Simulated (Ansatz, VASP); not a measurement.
Two plane-wave programs on Al3Cu2

INCAR

```
SYSTEM = Al3Cu2
PREC     = Accurate       ! precision mode
ENCUT    = 520            ! plane-wave cutoff, eV
EDIFF    = 1E-6           ! SCF threshold, eV
ISMEAR   = 0              ! smearing method
SIGMA    = 0.15           ! smearing width, eV
LREAL    = .False.        ! projectors in reciprocal space
LASPH    = .True.         ! aspherical terms in the spheres
NELM     = 100            ! most SCF steps
ALGO     = Fast           ! electronic algorithm
ISIF     = 2              ! what is computed and relaxed
LWAVE    = .False.        ! write WAVECAR
LCHARG   = .False.        ! write CHGCAR
GGA      = PS             ! functional
NBANDS   = 24             ! bands
```

The input KPOINTS:

```
Automatic mesh
0
Gamma
  12 12 10
  0 0 0
```

Contents of POSCAR:

```
Al3Cu2
1.0
    3.7706987475      0.0000000000      0.0000000000
   -1.8853493737      3.2655209053      0.0000000000
    0.0000000000      0.0000000000      5.1813849016
Al Cu
3 2
Direct
    0.0000000000      0.0000000000      0.0000000000
    0.3333333333      0.6666666667      0.3515059889
    0.6666666667      0.3333333333      0.6484940111
    0.3333333333      0.6666666667      0.8422899951
    0.6666666667      0.3333333333      0.1577100049
```

Input for Ansatz:

```yaml
crystal:
  lattice:
    - [3.7706987475, 0.0, 0.0]
    - [-1.8853493737, 3.2655209053, 0.0]
    - [0.0, 0.0, 5.1813849016]
  atoms:
    - { symbol: Al, position: [0.0, 0.0, 0.0] }
    - { symbol: Al, position: [0.3333333333, 0.6666666667, 0.3515059889] }
    - { symbol: Al, position: [0.6666666667, 0.3333333333, 0.6484940111] }
    - { symbol: Cu, position: [0.3333333333, 0.6666666667, 0.8422899951] }
    - { symbol: Cu, position: [0.6666666667, 0.3333333333, 0.1577100049] }
basis:
  ecutwfc: 420
kpoints:
  mp_grid: { grid: [12, 12, 10] }
hamiltonian:
  xc: pbesol
scf:
  occupations: { method: gaussian, width: 0.15 }
output:
  forces: true
  stress: true
  eigenvalues: true
```

Change from the starting cell: strain -0.080 along x and y, +0.040 along z, atoms carried along.

Alike in both runs: task single point; functional PBEsol; k mesh 12 × 12 × 10; occupations gaussian, width 0.15 eV; no spin polarisation.

|  | VASP | Ansatz |
| --- | --- | --- |
| version | VASP 6.6.1 | Ansatz 0.2.0 |
| potentials or method | VASP PAW PBE potentials, release 64 (Al, Cu), cutoff 520 eV | scalar-relativistic, plane waves, PAW |
| valence electrons in the cell | 31 | 47 |

Ansatz gave:

* gap on the k mesh at the Fermi level (eV): none
* pressure (GPa): 21.6
* traceless stress, the component that is largest in VASP (GPa): -17.28
* rms of the force components (eV/Å): 0.160

Problem. Estimate VASP's values.

Solution. gap on the k mesh at the Fermi level (eV): none; pressure (GPa): 22.1; traceless stress, the component that is largest in VASP (GPa): -17.19; rms of the force components (eV/Å): 0.161.

VASP's potentials were made for PBE, not for PBEsol. Atom by atom the forces differ by 0.002 eV/Å (rms over components). A gap of «none» marks a metal or a gap that the smearing closes. VASP's potentials hold 31 valence electrons a cell and Ansatz's 47, so a difference there can come from the potentials and not from the codes.
